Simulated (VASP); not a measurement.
Write the native input for VASP 6.6.1 that does the following.

```
Task                   : single point
Functional             : PBE
Potentials or basis    : VASP PAW PBE potentials, release 64 (Ti_sv, O)
Cutoff                 : 520 eV
k mesh                 : 6 × 6 × 3
Occupations            : fermi-dirac, width 0.05 eV
Spin                   : no spin polarisation
Dipole correction      : no
Further INCAR settings : ALGO = Normal; EDIFF = 1e-06; NBANDS = 60
```

The structure of TiO2 lies in POSCAR:

```
TiO2
1.0
    6.1535771931     -1.8834685000      0.0000000000
    6.1535771931      1.8834685000      0.0000000000
   -1.9283261078      0.0000000000      6.3289668713
Ti O
4 8
Direct
    0.9000710000      0.9000710000      0.2896020000
    0.1952860000      0.1952860000      0.2837620000
    0.0999290000      0.0999290000      0.7103980000
    0.8047140000      0.8047140000      0.7162380000
    0.3619310000      0.3619310000      0.2933970000
    0.2634885000      0.2634885000      0.6525000000
    0.8671885000      0.8671885000      0.9952910000
    0.7365115000      0.7365115000      0.3475000000
    0.9416475000      0.9416475000      0.6300210000
    0.1328115000      0.1328115000      0.0047090000
    0.6380690000      0.6380690000      0.7066030000
    0.0583525000      0.0583525000      0.3699790000
```

These files were run (other wordings do the same):

INCAR

```
SYSTEM = TiO2
PREC     = Accurate       ! precision mode
ENCUT    = 520            ! plane-wave cutoff, eV
EDIFF    = 1E-6           ! SCF threshold, eV
ISMEAR   = -1             ! smearing method
SIGMA    = 0.05           ! smearing width, eV
LREAL    = .FALSE.        ! projectors in reciprocal space
LASPH    = .TRUE.         ! aspherical terms in the spheres
NELM     = 100            ! most SCF steps
ALGO     = Normal         ! electronic algorithm
ISIF     = 2              ! what is computed and relaxed
LWAVE    = .FALSE.        ! write WAVECAR
LCHARG   = .TRUE.         ! write CHGCAR
GGA      = PE             ! functional
LELF     = .TRUE.         ! ELF
LVHAR    = .TRUE.       
NBANDS   = 60             ! bands
```

KPOINTS

```
regular mesh
0
G
  6 6 3
  0 0 0
```

Potentials or basis: VASP PAW PBE potentials, release 64 (Ti_sv, O).

The run is started by

```bash
$ cat potpaw_PBE.64/Ti_sv/POTCAR potpaw_PBE.64/O/POTCAR > POTCAR
$ mpirun -np 1 vasp_std > vasp.out
```

Results of the run:

| Quantity | Value |
| --- | --- |
| Pressure | -0.5 GPa |
| Largest force | 0.114 eV/Å |
| Band gap on the k mesh | 2.75 eV (least direct gap 2.90 eV) |

Caveat: an odd mesh through Γ misses points on the zone boundary, where band edges can lie.

Run time: 7.5 min on 1 thread of AMD EPYC 7R13 Processor (Zen 3), with other jobs on the host, peak memory 0.41 GiB.
